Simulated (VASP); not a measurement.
Write the native input for VASP 6.6.1 that does the following.

```
Task                   : single point
Functional             : PBE
Potentials or basis    : VASP PAW PBE potentials, release 64 (Mg_sv, S)
Cutoff                 : 840 eV
k mesh                 : 6 × 6 × 4
Occupations            : gaussian, width 0.01 eV
Spin                   : no spin polarisation
Dipole correction      : no
Further INCAR settings : ALGO = Normal; EDIFF = 1e-06; NBANDS = 24
```

The structure of MgS lies in POSCAR:

```
MgS
1.0
    3.5908206090      0.0000000000      0.0000000000
   -1.7954103045      3.1097418678      0.0000000000
    0.0000000000      0.0000000000      6.0522842888
Mg S
2 2
Direct
    0.0000000000      0.0000000000      0.0000000000
    0.0000000000      0.0000000000      0.5000000000
    0.3333333333      0.6666666667      0.2500000000
    0.6666666667      0.3333333333      0.7500000000
```

The input as run:

INCAR

```
SYSTEM = MgS
ALGO = Normal
EDIFF = 1E-6
ENCUT = 840
GGA = PE
GGA_COMPAT = .False.
ISIF = 2
ISMEAR = 0
LASPH = .True.
LCHARG = .True.
LELF = .True.
LREAL = .False.
LVHAR = .True.
LWAVE = .False.
NBANDS = 24
NELM = 120
PREC = Accurate
SIGMA = 0.01
```

KPOINTS

```
k-points
0
Gamma
  6 6 4
  0 0 0
```

Potentials or basis: VASP PAW PBE potentials, release 64 (Mg_sv, S).

Launch:

```console
$ cat potpaw_PBE.64/Mg_sv/POTCAR potpaw_PBE.64/S/POTCAR > POTCAR
$ mpirun -np 1 vasp_std > vasp.out
```

It gave:

| Property | Result |
| --- | --- |
| Pressure | 5.1 GPa |
| Band gap on the k mesh | 3.50 eV (least direct gap 3.92 eV) |

Caveat: the cell stands under pressure.

Wall time 58 s on 1 thread of AMD EPYC 7R13 Processor (Zen 3) (shared host), peak memory 0.25 GiB.
